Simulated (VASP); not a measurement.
Set up this calculation in VASP 6.6.1, as the native input.

```
Task                   : single point
Functional             : PBE
Dispersion             : D3(BJ)
Potentials or basis    : VASP PAW PBE potentials, release 64 (C, Cl, H)
Cutoff                 : 520 eV
k mesh                 : 1 × 1 × 1
Occupations            : fermi-dirac, width 0.05 eV
Spin                   : no spin polarisation
Dipole correction      : no
Further INCAR settings : LREAL = Auto; ALGO = Normal; EDIFF = 1e-06; NBANDS = 82
```

The structure of H3CCl lies in POSCAR:

```
H3CCl
1.0
    9.8538750000      0.0000000000      0.0000000000
    0.0000000000      9.8538750000      0.0000000000
    0.0000000000      0.0000000000      9.8538750000
C Cl H
8 8 24
Direct
   -0.0026791491      0.2267229897      0.1955981784
    0.1609722064      0.6530933262      0.1989268181
    0.4313429996      0.1766107242      0.1876723624
    0.9967956768      0.5316791618      0.8359452500
    0.3777498700      0.4959368776      0.6033159544
    0.8817546397      0.9384632949      0.3148913498
    0.7951897096      1.0347096954      0.7982849387
    0.8105237787      0.5569484086      0.3378163413
    0.0263348175      0.2178432343      0.3690426355
    0.1749464043      0.7056716266      0.3632175160
    0.4464842511      0.3349139298      0.2778399361
    0.8665930916      0.5526658294      0.9668988088
    0.4800345042      0.5951059862      0.5032436478
    0.8724080628      0.9529449075      0.4995699661
    0.8674151032      0.8641169083      0.7806370590
    0.8735649681      0.5813246058      0.5097385546
    0.0255432508      0.3156626200      0.1429589882
    0.0616508734      0.1539597367      0.1388793749
   -0.1069528485      0.2295848080      0.1823952506
    0.0562113889      0.6350699598      0.1654577514
    0.2156512032      0.7143585645      0.1240425721
    0.2173358197      0.5494691175      0.1979830270
    0.4993771486      0.1933959990      0.0960231381
    0.4710431176      0.0891222996      0.2434473748
    0.3131965851      0.1610330961      0.1636310588
    1.0002663927      0.4352399437      0.7928758991
    0.9686544633      0.6066750390      0.7466504294
    1.1088531162      0.5474800523      0.8747015768
    0.4207380345      0.4859306618      0.7006583704
    0.2916416131      0.5712980934      0.6111199909
    0.3523182504      0.3995889942      0.5557103170
    0.8181045528      1.0147175604      0.2478009920
    0.9957504028      0.9290355317      0.2868313227
    0.8411310271      0.8380256498      0.2894495820
    0.6814780987      1.0420570588      0.7780695412
    0.8418617042      1.0817571767      0.8886148850
    0.8444495186      1.0774847458      0.7073765397
    0.6996232447      0.5718968426      0.3488475346
    0.8773096878      0.5962121500      0.2609633266
    0.8108891172      0.4609354188      0.2964722000
```

One way to write it, as run:

INCAR

```
  ALGO = Normal
  EDIFF = 1E-6
  ENCUT = 520
  GGA = PE
  ISIF = 2
  ISMEAR = -1
  IVDW = 12
  LASPH = True
  LCHARG = False
  LREAL = Auto
  LWAVE = False
  NBANDS = 82
  NELM = 100
  PREC = Accurate
  SIGMA = 0.05
```

KPOINTS

```
k-points
0
Gamma
  1 1 1
```

Potentials or basis: VASP PAW PBE potentials, release 64 (C, Cl, H).

Command:

```console
$ cat potpaw_PBE.64/C/POTCAR potpaw_PBE.64/Cl/POTCAR potpaw_PBE.64/H/POTCAR > POTCAR
$ mpirun -np 1 vasp_gam > vasp.out
```

Results of the run:

* Pressure: -0.3 GPa
* Largest force: 3.472 eV/Å
* Band gap on the k mesh: 4.41 eV
* Dispersion energy per atom: -0.037 eV

Caveat: the k points lie up to 0.64 Å⁻¹ apart.

Wall time 5.1 min on 1 thread of AMD EPYC 7R43 64-Core Processor (Zen 3) (shared host), peak memory 0.83 GiB.
